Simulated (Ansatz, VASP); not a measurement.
# One calculation of Re, two programs

INCAR

```
PREC = Accurate
ENCUT = 520
EDIFF = 1E-6
ISMEAR = -1
SIGMA = 0.1
LREAL = F
LASPH = T
NELM = 100
ALGO = Normal
ISIF = 2
LWAVE = F
LCHARG = F
GGA = PS
NBANDS = 10
```

KPOINTS

```
regular mesh
0
Gamma
  16 16 16
```

File POSCAR:

```
Re
1.0
    0.0000000000      1.9401609082      1.9401609082
    1.9401609082      0.0000000000      1.9401609082
    1.9401609082      1.9401609082      0.0000000000
Re
1
Direct
    0.0000000000      0.0000000000      0.0000000000
```

Input for Ansatz:

```yaml
crystal:
  lattice:
    - [0.0, 1.9401609082, 1.9401609082]
    - [1.9401609082, 0.0, 1.9401609082]
    - [1.9401609082, 1.9401609082, 0.0]
  atoms:
    - { symbol: Re, position: [0.0, 0.0, 0.0] }
hamiltonian:
  xc: pbesol
  pseudopotentials:
    kind: paw
    azcp:
      Re: "pseudopotentials/Re.paw.azcp"
basis:
  ecutwfc: 420
  fft_grid_basis: typed
kpoints:
  mp_grid: { grid: [16, 16, 16], shift: [0, 0, 0] }
magnetization:
  spin_polarized: false
scf:
  occupations: { method: fermi_dirac, width: 0.1 }
  lower_state_search: "off"
output:
  stress: true
```

Alike in both runs: task single point; functional PBEsol; k mesh 16 × 16 × 16; occupations fermi-dirac, width 0.1 eV; no spin polarisation.

```csv
,VASP,Ansatz
version,VASP 6.6.1,Ansatz 0.2.0
potentials or method,"VASP PAW PBE potentials, release 64 (Re), cutoff 520 eV","plane waves (420 eV) with PAW, scalar-relativistic"
valence electrons in the cell,7,15
```

|  | VASP | Ansatz | Ansatz less VASP |
| --- | --- | --- | --- |
| pressure (GPa) | 0.0 | 0.0 | +0.04 |

VASP's potentials were made for PBE, not for PBEsol, and Ansatz warns of the same on its side. With one functional, cell and mesh, what is left measures potentials, basis and numerics. VASP's potentials hold 7 valence electrons a cell and Ansatz's 15, so a difference there can come from the potentials and not from the codes.

Neither program's run includes spin-orbit coupling.
